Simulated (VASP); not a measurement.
A run of VASP 6.6.1 is set up as follows.

The input POSCAR:

```
Sc
1.0
   -1.9529430000      1.9417830000      1.7225220000
    1.9646470000     -1.9137780000      1.7043260000
    1.9060160000      1.8668510000     -1.6912620000
Sc
1
Direct
   -0.0041850000     -0.0079710000     -0.0068730000
```

The input INCAR.step1:

```
SYSTEM = Sc
ALGO = Normal
EDIFF = 1E-4
ENCUT = 520
GGA = PE
ISMEAR = 1
LASPH = .True.
LCHARG = .False.
LREAL = .False.
LWAVE = .True.
NBANDS = 12
NELM = 100
PREC = Accurate
SIGMA = 0.025
```

INCAR.step2

```
SYSTEM = Sc
ALGO = Normal
BPARAM = 11.95
CPARAM = 0.0093
EDIFF = 1E-7
ENCUT = 520
ISIF = 2
ISMEAR = 1
ISTART = 1
IVDW_NL = 2
LASPH = .True.
LCHARG = .True.
LELF = .True.
LMIXTAU = .True.
LREAL = .False.
LUSE_VDW = .True.
LVHAR = .True.
LWAVE = .False.
METAGGA = R2SCAN
NBANDS = 12
NELM = 100
PREC = Accurate
SIGMA = 0.025
```

The input KPOINTS:

```
k-points
0
Gamma
  8 8 8
  0 0 0
```

Potentials or basis: VASP PAW PBE potentials, release 64 (Sc_sv).

Launch:

```bash
$ cat potpaw_PBE.64/Sc_sv/POTCAR > POTCAR
$ cp INCAR.step1 INCAR
$ mpirun -np 1 vasp_std > vasp.out
$ cp INCAR.step2 INCAR
$ mpirun -np 1 vasp_std > vasp.out
```

Problem. What does it give for the pressure?

Solution. -0.9 GPa.

Stress tensor (GPa, compression positive):
```
-1.56  1.41 -0.33
 1.41 -1.63 -0.51
-0.33 -0.51  0.57
```

Caveat: the cell differs from its parent crystal (the cell strained at random); the PAW data sets were made with another functional, which shifts forces and pressure a little.
